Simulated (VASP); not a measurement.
# BaZrO3 (Pm-3m) in VASP: further runs

BaZrO3 is run at these levels: r2SCAN; tasks: single point.

Everything below comes from runs of VASP 6.6.1. Logs are shortened: lines on timing, memory, paths and dates and some standing lists are left out, and cuts for length are marked.

## Step 1: The cell of the first run

Symmetry: Pm-3m, No. 221, cubic system. Conventional cell: a = 4.173 Å, b = 4.173 Å, c = 4.173 Å, α = 90.00°, β = 90.00°, γ = 90.00°. Ba (site symmetry m-3m) has 12 O at 2.95 Å and 8 Zr at 3.61 Å within 3.9 Å. Within 2.8 Å of Zr (site symmetry m-3m) lie 6 O at 2.09 Å. Within 2.8 Å of O (site symmetry 4/mmm) lie 2 Zr at 2.09 Å.

## Step 2: Single point, r2SCAN

Input file POSCAR:

```
BaZrO3
1.0
    4.1725136757      0.0000000000      0.0000000000
    0.0000000000      4.1725136757      0.0000000000
    0.0000000000      0.0000000000      4.1725136757
Ba Zr O
1 1 3
Direct
    0.0000000000      0.0000000000      0.0000000000
    0.5000000000      0.5000000000      0.5000000000
    0.0000000000      0.5000000000      0.5000000000
    0.5000000000      0.0000000000      0.5000000000
    0.5000000000      0.5000000000      0.0000000000
```

Input file INCAR.step1:

```
SYSTEM = BaZrO3
PREC = Accurate
ENCUT = 520
ISMEAR = 0
SIGMA = 0.01
LREAL = .False.
LASPH = .True.
NELM = 60
NBANDS = 28
GGA = PE
ALGO = Normal
EDIFF = 1E-4
LWAVE = .True.
LCHARG = .False.
```

Input file INCAR.step2:

```
SYSTEM = BaZrO3
PREC = Accurate
ENCUT = 520
EDIFF = 1E-6
ISMEAR = 0
SIGMA = 0.01
LREAL = .False.
LASPH = .True.
NELM = 60
ALGO = Normal
ISIF = 2
LWAVE = .False.
LCHARG = .False.
METAGGA = R2SCAN
LMIXTAU = .True.
NBANDS = 28
ISTART = 1
```

Input file KPOINTS:

```
regular mesh
0
Gamma
  6 6 6
  0 0 0
```

Potentials or basis: VASP PAW PBE potentials, release 64 (Ba_sv, Zr_sv, O).

Run with:

```console
$ cat potpaw_PBE.64/Ba_sv/POTCAR potpaw_PBE.64/Zr_sv/POTCAR potpaw_PBE.64/O/POTCAR > POTCAR
$ cp INCAR.step1 INCAR
$ mpirun -np 1 vasp_std > vasp.out
$ cp INCAR.step2 INCAR
$ mpirun -np 1 vasp_std > vasp.out
```

OUTCAR:

```text
SYSTEM = BaZrO3
   PREC = Accurate
   ENCUT = 520
   EDIFF = 1E-6
   ISMEAR = 0
   LREAL = .False.
   LASPH = .True.
   NELM = 60
   ISIF = 2
   METAGGA = R2SCAN
   ISTART = 1

 ion  position               nearest neighbor table
   1  0.000  0.000  0.000-   3 2.95   4 2.95   5 2.95   3 2.95   4 2.95   3 2.95   5 2.95   3 2.95
                             4 2.95   5 2.95   4 2.95   5 2.95   2 3.61   2 3.61   2 3.61   2 3.61
   2  0.500  0.500  0.500-   3 2.09   4 2.09   5 2.09   5 2.09   4 2.09   3 2.09   1 3.61   1 3.61
                             1 3.61   1 3.61   1 3.61   1 3.61   1 3.61   1 3.61
   3  0.000  0.500  0.500-   2 2.09   2 2.09   1 2.95   1 2.95   1 2.95   1 2.95
   4  0.500  0.000  0.500-   2 2.09   2 2.09   1 2.95   1 2.95   1 2.95   1 2.95
   5  0.500  0.500  0.000-   2 2.09   2 2.09   1 2.95   1 2.95   1 2.95   1 2.95

  LATTYP: Found a simple cubic cell.
 ALAT       =     4.1725136757

  Lattice vectors:

 A1 = (   4.1725136757,   0.0000000000,   0.0000000000)
 A2 = (   0.0000000000,   4.1725136757,   0.0000000000)
 A3 = (   0.0000000000,   0.0000000000,   4.1725136757)

Analysis of symmetry for initial positions (statically):
=====================================================================
 Subroutine PRICEL returns:
 Original cell was already a primitive cell.

 Routine SETGRP: Setting up the symmetry group for a
 simple cubic supercell.

 Subroutine GETGRP returns: Found 48 space group operations
 (whereof 48 operations were pure point group operations)
 out of a pool of 48 trial point group operations.

The static configuration has the point symmetry O_h .

Analysis of symmetry for dynamics (positions and initial velocities):
=====================================================================
 Subroutine PRICEL returns:
 Original cell was already a primitive cell.

 Routine SETGRP: Setting up the symmetry group for a
 simple cubic supercell.

 Subroutine GETGRP returns: Found 48 space group operations
 (whereof 48 operations were pure point group operations)
 out of a pool of 48 trial point group operations.

The dynamic configuration has the point symmetry O_h .

 Subroutine INISYM returns: Found 48 space group operations
 (whereof 48 operations are pure point group operations),
 and found     1 'primitive' translations

----------------------------------------------------------------------------------------

[... 94 lines left out ...]
   LREAL  =      F    real-space projection
   EDIFFG = 0.1E-04   stopping-criterion for IOM
   NSW    =      0    number of steps for IOM
   IBRION =     -1    ionic relax: 0-MD 1-quasi-New 2-CG
   NFREE  =      0    steps in history (QN), initial steepest desc. (CG)
   ISIF   =      2    stress and relaxation
   ISYM   =      2    0-nonsym 1-usesym 2-fastsym
   POTIM  = 0.5000    time-step for ionic-motion
   TEBEG  =    0.0;   TEEND  =   0.0 temperature during run
   PSTRESS=    0.0 pullay stress
   NELECT =      40.0000    total number of electrons
   NUPDOWN=      -1.0000    fix difference up-down
   EMIN   =  10.00;   EMAX   =-10.00  energy-range for DOS
   EFERMI =   0.00;   METHOD = LEGACY
   ISMEAR =     0;   SIGMA  =   0.01  broadening in eV -4-tet -1-fermi 0-gaus
   EFERMI_NEDOS =   21; number of points for ismear=-14 and -15
   IALGO  =     38    algorithm
   IMIX   =      4    mixing-type and parameters
     AMIX     =   0.40;   BMIX     =  1.00
     AMIX_MAG =   1.60;   BMIX_MAG =  1.00
  volume/ion in A,a.u.               =      14.53        98.04
  Fermi-wavevector in a.u.,A,eV,Ry     =   1.341829  2.535688 24.497346  1.800504
  Thomas-Fermi vector in A             =   2.470031
   LORBIT       =      0    0 simple, 1 ext, 2 COOP (PROOUT), +10 PAW based schemes
   METAGGA = R2SCAN    functional components
   LHFCALC =     F    Hartree Fock is set to
   AEXX    =    0.0000 exact exchange contribution
   IVDW    =     0    specifies the selected vdW correction
   LEPSILON=     F    determine dielectric tensor
   LRPA    =     F    only Hartree local field effects (RPA)
 non-spin polarized calculation
 Gauss-broadening in eV      SIGMA  =   0.01
  energy-cutoff  :      520.00
  volume of cell :       72.64
 maximum number of plane-waves:      1980
 NGX is ok and might be reduce to    32
   NGX = 15   NGY = 15   NGZ = 15

 number of electron      40.0000008 magnetization

 Free energy of the ion-electron system (eV)
  ---------------------------------------------------
  ext. energy  EPLUGINS =         0.00000000
  ---------------------------------------------------
  free energy    TOTEN  =       -85.07119903 eV

  energy without entropy =      -85.07119903  energy(sigma->0) =      -85.07119903

 E-fermi :   3.6805     XC(G=0): -11.4645

 val. band max:        3.5812828565   @ k =   0.5000   0.5000   0.5000
 cond. band min:       7.3172266789   @ k =   0.0000   0.0000   0.0000
 fundamental gap:      3.7359438223
 Fermi energy:         3.6804692161

 k-point     1 :       0.0000    0.0000    0.0000
  band No.  band energies     occupation
      1     -44.8387      2.00000
      2     -22.3746      2.00000
      3     -22.3015      2.00000
      4     -22.3015      2.00000
      5     -22.3015      2.00000
      6     -13.7833      2.00000
[... 609 lines left out ...]
     27      13.4165      0.00000
     28      13.4165      0.00000

------------------------ aborting loop because EDIFF is reached ----------------------------------------

  FORCE on cell =-STRESS in cart. coord.  units (eV):
  Direction    XX          YY          ZZ          XY          YZ          ZX
  --------------------------------------------------------------------------------------
  -------------------------------------------------------------------------------------
  Total        2.3307629      2.3307629      2.3307629     -0.0000000      0.0000000      0.0000000
  in kB       51.4061839     51.4061839     51.4061839     -0.0000000      0.0000000      0.0000000
  external PRESSURE =      51.4061839 kB  Pullay stress =       0.0000000 kB

 VOLUME and BASIS-vectors are now :
 -----------------------------------------------------------------------------
  energy-cutoff  :      520.00
  volume of cell :       72.64
      direct lattice vectors                 reciprocal lattice vectors
     4.172513676  0.000000000  0.000000000     0.239663684  0.000000000  0.000000000
     0.000000000  4.172513676  0.000000000     0.000000000  0.239663684  0.000000000
     0.000000000  0.000000000  4.172513676     0.000000000  0.000000000  0.239663684

 POSITION                                       TOTAL-FORCE (eV/Angst)
 -----------------------------------------------------------------------------------
      0.00000      0.00000      0.00000         0.000000      0.000000      0.000000
      2.08626      2.08626      2.08626         0.000000      0.000000      0.000000
      0.00000      2.08626      2.08626         0.000000      0.000000      0.000000
      2.08626      0.00000      2.08626         0.000000      0.000000      0.000000
      2.08626      2.08626      0.00000         0.000000      0.000000      0.000000
 -----------------------------------------------------------------------------------
    total drift:                                0.000000     -0.000000     -0.000000

  FREE ENERGIE OF THE ION-ELECTRON SYSTEM (eV)
  ---------------------------------------------------
  free  energy   TOTEN  =       -85.0711990333 eV

  energy  without entropy=      -85.0711990333  energy(sigma->0) =      -85.07119903
```

Wall time 44 s (1 thread of Intel Xeon 6975P-C (Granite Rapids), shared host); peak memory 0.21 GiB.

Results:

- Free energy: -85.0712 eV
- Pressure: 5.1 GPa
- Band gap on the k mesh: 3.74 eV, indirect (least direct gap 3.96 eV)

Caveat: the PAW data sets were made with another functional, which shifts forces and pressure a little; spin-orbit coupling is left out, which moves the levels of the heavy elements. A k mesh can miss the band edges.

## Step 3: Single point, r2SCAN

This run uses another cell than the first one, of 14.70 Å³/atom, 1.012 times its volume.

Changes to POSCAR since step 2:

```diff
@@ -2,5 +2,5 @@
 1.0
-    4.1725136757      0.0000000000      0.0000000000
-    0.0000000000      4.1725136757      0.0000000000
-    0.0000000000      0.0000000000      4.1725136757
+    4.1885368392      0.0000000000      0.0000000000
+    0.0000000000      4.1885368392      0.0000000000
+    0.0000000000      0.0000000000      4.1885368392
 Ba Zr O
```

Input file INCAR.step1:

```
SYSTEM = BaZrO3
  ALGO = Normal
  EDIFF = 1E-4
  ENCUT = 520
  GGA = PE
  ISMEAR = 0
  LASPH = .True.
  LCHARG = .False.
  LREAL = .False.
  LWAVE = .True.
  NBANDS = 28
  NELM = 100
  PREC = Accurate
  SIGMA = 0.01
```

Input file INCAR.step2:

```
SYSTEM = BaZrO3
  ALGO = Normal
  EDIFF = 1E-7
  ENCUT = 520
  ISIF = 2
  ISMEAR = 0
  ISTART = 1
  LASPH = .True.
  LCHARG = .False.
  LMIXTAU = .True.
  LREAL = .False.
  LWAVE = .False.
  METAGGA = R2SCAN
  NBANDS = 28
  NELM = 100
  PREC = Accurate
  SIGMA = 0.01
```

Input file KPOINTS:

```
k-points
0
Gamma
  6 6 6
  0 0 0
```

Potentials or basis: VASP PAW PBE potentials, release 64 (Ba_sv, Zr_sv, O).

Run with:

```console
$ cat potpaw_PBE.64/Ba_sv/POTCAR potpaw_PBE.64/Zr_sv/POTCAR potpaw_PBE.64/O/POTCAR > POTCAR
$ cp INCAR.step1 INCAR
$ mpirun -np 1 vasp_std > vasp.out
$ cp INCAR.step2 INCAR
$ mpirun -np 1 vasp_std > vasp.out
```

Run time: 48 s. Hardware: 1 thread of Intel Xeon 6975P-C (Granite Rapids), shared host; peak memory 0.21 GiB.

Results (log left out):

```yaml
Free_energy: -85.0935 eV
Pressure: 3.1 GPa
Band_gap_on_the_k_mesh: 3.71 eV, indirect (least direct gap 3.95 eV)
```

Levels at points of the mesh, in eV from the valence-band top:
| k point | band 17 | band 18 | band 19 | band 20 | band 21 | band 22 | band 23 | band 24 |
| --- | --- | --- | --- | --- | --- | --- | --- | --- |
| (0.00, 0.00, 0.00) | -1.02 | -0.24 | -0.24 | -0.24 | 3.71 | 3.71 | 3.71 | 5.17 |
| (0.50, 0.00, 0.00) | -1.73 | -1.69 | -0.48 | -0.48 | 4.15 | 6.24 | 6.24 | 6.98 |
| (0.50, 0.50, 0.00) | -0.94 | -0.94 | -0.82 | -0.08 | 6.21 | 6.21 | 7.00 | 7.15 |
| (0.50, 0.50, 0.50) | -2.56 | 0.00 | 0.00 | 0.00 | 6.63 | 6.63 | 6.63 | 7.57 |

Caveat: the PAW data sets were made with another functional, which shifts forces and pressure a little; spin-orbit coupling is left out, which moves the levels of the heavy elements. r2SCAN opens gaps a little over a GGA but as a rule still falls short of measured ones.

(Continued in part 2 of 3.)
